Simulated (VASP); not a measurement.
# CsBr (CsCl type) (Pm-3m) in VASP: notebook

CsBr (CsCl type) is run at these levels: PBE; tasks: density of states.

Everything below comes from runs of VASP 6.6.1. Logs are shortened: lines on timing, memory, paths and dates and some standing lists are left out, and cuts for length are marked.

## 1. The cell of the first run

Symmetry: Pm-3m, No. 221, cubic system. Conventional cell: a = 3.233 Å, b = 3.233 Å, c = 3.233 Å, α = 90.00°, β = 90.00°, γ = 90.00°. Cs (site symmetry m-3m) has 8 Br at 2.80 Å and 6 Cs at 3.23 Å within 3.7 Å. Br (site symmetry m-3m) has 8 Cs at 2.80 Å and 6 Br at 3.23 Å within 3.7 Å.

## 2. Density of states, PBE (volume scaled by 0.4)

Input file POSCAR:

```
CsBr
1.0
    3.2332705498      0.0000000000      0.0000000000
    0.0000000000      3.2332705498      0.0000000000
    0.0000000000      0.0000000000      3.2332705498
Cs Br
1 1
Direct
    0.0000000000      0.0000000000      0.0000000000
    0.5000000000      0.5000000000      0.5000000000
```

Input file INCAR.step1:

```
PREC     = Accurate       # precision mode
ENCUT    = 400            # plane-wave cutoff, eV
EDIFF    = 1E-6           # SCF threshold, eV
ISMEAR   = -1             # smearing method
SIGMA    = 0.1            # smearing width, eV
LREAL    = False          # projectors in reciprocal space
LASPH    = True           # aspherical terms in the spheres
NELM     = 120            # most SCF steps
ALGO     = Normal         # electronic algorithm
ISIF     = 2              # what is computed and relaxed
LWAVE    = False          # write WAVECAR
LCHARG   = True           # write CHGCAR
GGA      = PE             # functional
NBANDS   = 15             # bands
GGA_COMPAT= False        
NEDOS    = 2001           # points of the DOS
LORBIT   = 11             # projections on sites
```

Input file KPOINTS.step1:

```
regular mesh
0
Gamma
  11 11 11
```

Input file INCAR.step2:

```
PREC     = Accurate       # precision mode
ENCUT    = 400            # plane-wave cutoff, eV
EDIFF    = 1E-6           # SCF threshold, eV
ISMEAR   = -5             # smearing method
SIGMA    = 0.1            # smearing width, eV
LREAL    = False          # projectors in reciprocal space
LASPH    = True           # aspherical terms in the spheres
NELM     = 120            # most SCF steps
ALGO     = Normal         # electronic algorithm
ISIF     = 2              # what is computed and relaxed
LWAVE    = False          # write WAVECAR
LCHARG   = False          # write CHGCAR
GGA      = PE             # functional
LORBIT   = 10             # projections on sites
NBANDS   = 15             # bands
NEDOS    = 2001           # points of the DOS
ICHARG   = 11             # starting density
GGA_COMPAT= False
```

Input file KPOINTS.step2:

```
regular mesh
0
Gamma
  17 17 17
```

Potentials or basis: VASP PAW PBE potentials, release 64 (Cs_sv, Br).

Run with:

```bash
$ cat potpaw_PBE.64/Cs_sv/POTCAR potpaw_PBE.64/Br/POTCAR > POTCAR
$ cp INCAR.step1 INCAR
$ cp KPOINTS.step1 KPOINTS
$ mpirun -np 1 vasp_std > vasp.out
$ cp INCAR.step2 INCAR
$ cp KPOINTS.step2 KPOINTS
$ mpirun -np 1 vasp_std > vasp.out
```

OUTCAR:

```text
PREC = Accurate
   ENCUT = 400
   EDIFF = 1E-6
   ISMEAR = -5
   LREAL = False
   LASPH = True
   NELM = 120
   ISIF = 2
   GGA = PE
   LORBIT = 10
   ICHARG = 11

 ion  position               nearest neighbor table
   1  0.000  0.000  0.000-   2 2.80   2 2.80   2 2.80   2 2.80   2 2.80   2 2.80   2 2.80   2 2.80

   2  0.500  0.500  0.500-   1 2.80   1 2.80   1 2.80   1 2.80   1 2.80   1 2.80   1 2.80   1 2.80

  LATTYP: Found a simple cubic cell.
 ALAT       =     3.2332705498

  Lattice vectors:

 A1 = (   3.2332705498,   0.0000000000,   0.0000000000)
 A2 = (   0.0000000000,   3.2332705498,   0.0000000000)
 A3 = (   0.0000000000,   0.0000000000,   3.2332705498)

Analysis of symmetry for initial positions (statically):
=====================================================================
 Subroutine PRICEL returns:
 Original cell was already a primitive cell.

 Routine SETGRP: Setting up the symmetry group for a
 simple cubic supercell.

 Subroutine GETGRP returns: Found 48 space group operations
 (whereof 48 operations were pure point group operations)
 out of a pool of 48 trial point group operations.

The static configuration has the point symmetry O_h .

Analysis of symmetry for dynamics (positions and initial velocities):
=====================================================================
 Subroutine PRICEL returns:
 Original cell was already a primitive cell.

 Routine SETGRP: Setting up the symmetry group for a
 simple cubic supercell.

 Subroutine GETGRP returns: Found 48 space group operations
 (whereof 48 operations were pure point group operations)
 out of a pool of 48 trial point group operations.

The dynamic configuration has the point symmetry O_h .

 Subroutine INISYM returns: Found 48 space group operations
 (whereof 48 operations are pure point group operations),
 and found     1 'primitive' translations

----------------------------------------------------------------------------------------

                                     Primitive cell

  volume of cell :      33.8007

  direct lattice vectors                    reciprocal lattice vectors
     3.233270550  0.000000000  0.000000000     0.309284356  0.000000000  0.000000000
     0.000000000  3.233270550  0.000000000     0.000000000  0.309284356  0.000000000
     0.000000000  0.000000000  3.233270550     0.000000000  0.000000000  0.309284356

  length of vectors
     3.233270550  3.233270550  3.233270550     0.309284356  0.309284356  0.309284356

  position of ions in fractional coordinates (direct lattice)
     0.000000000  0.000000000  0.000000000
     0.500000000  0.500000000  0.500000000

  ion indices of the primitive-cell ions
   primitive index   ion index
                 1           1
                 2           2

----------------------------------------------------------------------------------------

 KPOINTS: regular mesh

Automatic generation of k-mesh.
 Grid dimensions read from file:
 generate k-points for:   17   17   17

 Generating k-lattice:

  Cartesian coordinates                     Fractional coordinates (reciprocal lattice)
     0.018193197  0.000000000  0.000000000     0.058823529  0.000000000  0.000000000
     0.000000000  0.018193197  0.000000000     0.000000000  0.058823529  0.000000000
     0.000000000  0.000000000  0.018193197     0.000000000  0.000000000  0.058823529

  Length of vectors
     0.018193197  0.018193197  0.018193197

  Shift w.r.t. Gamma in fractional coordinates (k-lattice)
     0.000000000  0.000000000  0.000000000

 TETIRR: Found   2433 inequivalent tetrahedra from    29478

 Subroutine IBZKPT returns following result:
 ===========================================

 Found    165 irreducible k-points:

 Following reciprocal coordinates:
            Coordinates               Weight
  0.000000  0.000000  0.000000      1.000000
  0.058824  0.000000  0.000000      6.000000
  0.117647  0.000000  0.000000      6.000000
  0.176471  0.000000  0.000000      6.000000
  0.235294  0.000000  0.000000      6.000000
  0.294118  0.000000  0.000000      6.000000
[... 16 lines left out ...]
  0.411765  0.117647  0.000000     24.000000
  0.470588  0.117647  0.000000     24.000000
 [... further k-points ...]
   k-points           NKPTS =    165   k-points in BZ     NKDIM =    165   number of bands    NBANDS=     15
   number of dos      NEDOS =   2001   number of ions     NIONS =      2
   total plane-waves  NPLWV =  13824
   dimension x,y,z NGX =    24 NGY =   24 NGZ =   24
   dimension x,y,z NGXF=    48 NGYF=   48 NGZF=   48
   ions per type =               1   1
   NGX,Y,Z   is equivalent  to a cutoff of  12.34, 12.34, 12.34 a.u.
   NGXF,Y,Z  is equivalent  to a cutoff of  24.68, 24.68, 24.68 a.u.
 SYSTEM =  unknown system
   PREC   = accura    normal or accurate (medium, high low for compatibility)
   ISTART =      0    job   : 0-new  1-cont  2-samecut
   ICHARG =     11    charge: 1-file 2-atom 10-const
   ISPIN  =      1    spin polarized calculation?
   LNONCOLLINEAR =      F non collinear calculations
   LSORBIT =      F    spin-orbit coupling
   LASPH  =      T    aspherical Exc in radial PAW
   ENCUT  =  400.0 eV  29.40 Ry    5.42 a.u.   5.27  5.27  5.27*2*pi/ulx,y,z
   NELM   =    120;   NELMIN=  2; NELMDL=  0     # of ELM steps
   EDIFF  = 0.1E-05   stopping-criterion for ELM
   LREAL  =      F    real-space projection
   EDIFFG = 0.1E-04   stopping-criterion for IOM
   NSW    =      0    number of steps for IOM
   IBRION =     -1    ionic relax: 0-MD 1-quasi-New 2-CG
   NFREE  =      0    steps in history (QN), initial steepest desc. (CG)
   ISIF   =      2    stress and relaxation
   ISYM   =      2    0-nonsym 1-usesym 2-fastsym
   POTIM  = 0.5000    time-step for ionic-motion
   TEBEG  =    0.0;   TEEND  =   0.0 temperature during run
   PSTRESS=    0.0 pullay stress
   NELECT =      16.0000    total number of electrons
   NUPDOWN=      -1.0000    fix difference up-down
   EMIN   =  10.00;   EMAX   =-10.00  energy-range for DOS
   EFERMI =   0.00;   METHOD = LEGACY
   ISMEAR =    -5;   SIGMA  =   0.10  broadening in eV -4-tet -1-fermi 0-gaus
   EFERMI_NEDOS =   21; number of points for ismear=-14 and -15
   IALGO  =     38    algorithm
   IMIX   =      4    mixing-type and parameters
     AMIX     =   0.40;   BMIX     =  1.00
     AMIX_MAG =   1.60;   BMIX_MAG =  1.00
  volume/ion in A,a.u.               =      16.90       114.05
  Fermi-wavevector in a.u.,A,eV,Ry     =   1.275869  2.411043 22.148134  1.627842
  Thomas-Fermi vector in A             =   2.408557
   LORBIT       =     10    0 simple, 1 ext, 2 COOP (PROOUT), +10 PAW based schemes
   GGA     = PE    functional components
   LHFCALC =     F    Hartree Fock is set to
   AEXX    =    0.0000 exact exchange contribution
   IVDW    =     0    specifies the selected vdW correction
   LEPSILON=     F    determine dielectric tensor
   LRPA    =     F    only Hartree local field effects (RPA)
 non-spin polarized calculation
 Fermi weights with tetrahedron method with Bloechl corrections
  energy-cutoff  :      400.00
  volume of cell :       33.80
 maximum number of plane-waves:       627
 NGX is ok and might be reduce to    24

 number of electron      16.0000000 magnetization

 Free energy of the ion-electron system (eV)
  ---------------------------------------------------
  ext. energy  EPLUGINS =         0.00000000
  ---------------------------------------------------
  free energy    TOTEN  =         1.31410567 eV

  energy without entropy =        1.31410567  energy(sigma->0) =        1.31410567

 E-fermi :   8.8629     XC(G=0): -12.3896

 val. band max:        8.8419833289   @ k =   0.0000   0.0000   0.0000
 cond. band min:       9.0710103942   @ k =   0.0000   0.0000   0.0000
 fundamental gap:      0.2290270653
 Fermi energy:         8.8629208001

 k-point     1 :       0.0000    0.0000    0.0000
  band No.  band energies     occupation
      1     -14.8345      2.00000
      2      -6.0372      2.00000
      3       0.3106      2.00000
      4       0.3106      2.00000
      5       0.3106      2.00000
      6       8.8420      2.00000
      7       8.8420      2.00000
      8       8.8420      2.00000
      9       9.0710      0.00000
     10       9.0710      0.00000
     11      18.5140      0.00000
     12      18.5140      0.00000
     13      18.5140      0.00000
     14      19.2762      0.00000
     15      22.2873      0.00000

 k-point     2 :       0.0588    0.0000    0.0000
  band No.  band energies     occupation
      1     -14.7984      2.00000
      2      -6.1230      2.00000
      3       0.2652      2.00000
      4       0.3488      2.00000
      5       0.3488      2.00000
      6       8.6109      2.00000
      7       8.7402      2.00000
      8       8.7402      2.00000
      9       9.1173      0.00000
     10       9.3792      0.00000
     11      18.4751      0.00000
     12      18.4751      0.00000
     13      18.5584      0.00000
     14      19.4745      0.00000
     15      21.3742      0.00000
[... 365 lines left out ...]
      3      -0.2381      2.00000
      4       1.2322      2.00000
      5       1.8987      2.00000
      6       4.6094      2.00000
      7       5.8804      2.00000
      8       6.3435      2.00000
      9      11.9015      0.00000
     10      14.9049      0.00000
     11      17.6198      0.00000
     12      17.7765      0.00000
     13      18.5104      0.00000
     14      19.6443      0.00000
     15      21.3832      0.00000

 k-point    24 :       0.4706    0.1176    0.0000
  band No.  band energies     occupation
      1     -13.2310      2.00000
      2      -8.9194      2.00000
      3       0.2042      2.00000
      4       0.7608      2.00000
      5       2.0725      2.00000
      6       4.8199      2.00000
      7       5.6241      2.00000
      8       5.8844      2.00000
      9      12.2572      0.00000
     10      14.4426      0.00000
     11      18.1756      0.00000
     12      18.5509      0.00000
     13      18.8416      0.00000
     14      18.8649      0.00000
     15      21.6026      0.00000

 [... further k-points ...]

------------------------ aborting loop because EDIFF is reached ----------------------------------------

  FORCE on cell =-STRESS in cart. coord.  units (eV):
  Direction    XX          YY          ZZ          XY          YZ          ZX
  --------------------------------------------------------------------------------------
  -------------------------------------------------------------------------------------
  Total       23.6733465     23.6733465     23.6733465     -0.0000000     -0.0000000     -0.0000000
  in kB     1122.1323872   1122.1323872   1122.1323872     -0.0000000     -0.0000000     -0.0000000
  external PRESSURE =    1122.1323872 kB  Pullay stress =       0.0000000 kB

 VOLUME and BASIS-vectors are now :
 -----------------------------------------------------------------------------
  energy-cutoff  :      400.00
  volume of cell :       33.80
      direct lattice vectors                 reciprocal lattice vectors
     3.233270550  0.000000000  0.000000000     0.309284356  0.000000000  0.000000000
     0.000000000  3.233270550  0.000000000     0.000000000  0.309284356  0.000000000
     0.000000000  0.000000000  3.233270550     0.000000000  0.000000000  0.309284356

 POSITION                                       TOTAL-FORCE (eV/Angst)
 -----------------------------------------------------------------------------------
      0.00000      0.00000      0.00000         0.000000      0.000000      0.000000
      1.61664      1.61664      1.61664         0.000000      0.000000      0.000000
 -----------------------------------------------------------------------------------
    total drift:                                0.000000     -0.000000     -0.000000

  FREE ENERGIE OF THE ION-ELECTRON SYSTEM (eV)
  ---------------------------------------------------
  free  energy   TOTEN  =         1.3141056738 eV

  energy  without entropy=        1.3141056738  energy(sigma->0) =        1.31410567

 total charge

# of ion       s       p       d       tot
------------------------------------------
    1        1.887   4.778   0.335   7.000
    2        1.647   3.547   0.080   5.275
--------------------------------------------------
tot          3.535   8.325   0.415  12.275
```

It took 50 s on 1 thread of AMD EPYC 7R43 (Zen 3), shared host; peak memory 0.14 GiB.

What came out:

```
Valence electrons inside the program's atomic spheres : Cs 7.00; Br 5.28
```

Caveat: spin-orbit coupling is left out, which moves the levels of the heavy elements.

## 3. Density of states, PBE (volume scaled by 0.4)

POSCAR is that of step 2.

Input file INCAR.step1:

```
SYSTEM = CsBr
PREC = Accurate ; ENCUT = 400
EDIFF = 1E-6 ; ISMEAR = -1
SIGMA = 0.1 ; LREAL = .False.
LASPH = .True. ; NELM = 120
ALGO = Normal ; ISIF = 2
LWAVE = .False. ; LCHARG = .True.
GGA = PE ; NBANDS = 15
GGA_COMPAT = .False. ; NEDOS = 2001
LORBIT = 11
```

Input file KPOINTS.step1:

```
regular mesh
0
Gamma
  11 11 11
  0 0 0
```

Input file INCAR.step2:

```
SYSTEM = CsBr
PREC = Accurate ; ENCUT = 400
EDIFF = 1E-6 ; ISMEAR = -5
SIGMA = 0.1 ; LREAL = .False.
LASPH = .True. ; NELM = 120
ALGO = Normal ; ISIF = 2
LWAVE = .False. ; LCHARG = .False.
GGA = PE ; LORBIT = 11
NEDOS = 2001 ; ICHARG = 11
GGA_COMPAT = .False.
```

Input file KPOINTS.step2:

```
regular mesh
0
Gamma
  17 17 17
  0 0 0
```

Potentials or basis: VASP PAW PBE potentials, release 64 (Cs_sv, Br).

Run with:

```bash
$ cat potpaw_PBE.64/Cs_sv/POTCAR potpaw_PBE.64/Br/POTCAR > POTCAR
$ cp INCAR.step1 INCAR
$ cp KPOINTS.step1 KPOINTS
$ mpirun -np 1 vasp_std > vasp.out
$ cp INCAR.step2 INCAR
$ cp KPOINTS.step2 KPOINTS
$ mpirun -np 1 vasp_std > vasp.out
```

OUTCAR:

```text
SYSTEM = CsBr
   PREC = Accurate
   ENCUT = 400
   EDIFF = 1E-6
   ISMEAR = -5
   LREAL = .False.
   LASPH = .True.
   NELM = 120
   ISIF = 2
   GGA = PE
   LORBIT = 11
   ICHARG = 11

 ion  position               nearest neighbor table
   1  0.000  0.000  0.000-   2 2.80   2 2.80   2 2.80   2 2.80   2 2.80   2 2.80   2 2.80   2 2.80

   2  0.500  0.500  0.500-   1 2.80   1 2.80   1 2.80   1 2.80   1 2.80   1 2.80   1 2.80   1 2.80

  LATTYP: Found a simple cubic cell.
 ALAT       =     3.2332705498

  Lattice vectors:

 A1 = (   3.2332705498,   0.0000000000,   0.0000000000)
 A2 = (   0.0000000000,   3.2332705498,   0.0000000000)
[... 553 lines left out ...]
  Total       23.6733939     23.6733939     23.6733939      0.0000000     -0.0000000      0.0000000
  in kB     1122.1346333   1122.1346333   1122.1346333      0.0000000     -0.0000000      0.0000000
  external PRESSURE =    1122.1346333 kB  Pullay stress =       0.0000000 kB

 VOLUME and BASIS-vectors are now :
 -----------------------------------------------------------------------------
  energy-cutoff  :      400.00
  volume of cell :       33.80
      direct lattice vectors                 reciprocal lattice vectors
     3.233270550  0.000000000  0.000000000     0.309284356  0.000000000  0.000000000
     0.000000000  3.233270550  0.000000000     0.000000000  0.309284356  0.000000000
     0.000000000  0.000000000  3.233270550     0.000000000  0.000000000  0.309284356

 POSITION                                       TOTAL-FORCE (eV/Angst)
 -----------------------------------------------------------------------------------
      0.00000      0.00000      0.00000         0.000000      0.000000      0.000000
      1.61664      1.61664      1.61664         0.000000      0.000000      0.000000
 -----------------------------------------------------------------------------------
    total drift:                                0.000000     -0.000000     -0.000000

  FREE ENERGIE OF THE ION-ELECTRON SYSTEM (eV)
  ---------------------------------------------------
  free  energy   TOTEN  =         1.3141056730 eV

  energy  without entropy=        1.3141056730  energy(sigma->0) =        1.31410567

 total charge

# of ion       s       p       d       tot
------------------------------------------
    1        1.887   4.778   0.335   7.000
    2        1.647   3.547   0.080   5.275
--------------------------------------------------
tot          3.535   8.325   0.415  12.275
```

OUTCAR.step1:

```text
SYSTEM = CsBr
   PREC = Accurate
   ENCUT = 400
   EDIFF = 1E-6
   ISMEAR = -1
   LREAL = .False.
   LASPH = .True.
   NELM = 120
   ISIF = 2
   GGA = PE
   LORBIT = 11

 ion  position               nearest neighbor table
[... 653 lines left out ...]

  FREE ENERGIE OF THE ION-ELECTRON SYSTEM (eV)
  ---------------------------------------------------
  free  energy   TOTEN  =         1.3138511679 eV

  energy  without entropy=        1.3153935320  energy(sigma->0) =        1.31462235

 total charge

# of ion       s       p       d       tot
------------------------------------------
    1        1.887   4.777   0.336   7.000
    2        1.647   3.546   0.080   5.274
--------------------------------------------------
tot          3.535   8.323   0.416  12.274
```

It took 47 s on 1 thread of AMD EPYC 7R43 (Zen 3), shared host; peak memory 0.13 GiB.

What came out:

```
Valence electrons inside the program's atomic spheres : Cs 7.00; Br 5.28
```

Caveat: spin-orbit coupling is left out, which moves the levels of the heavy elements.
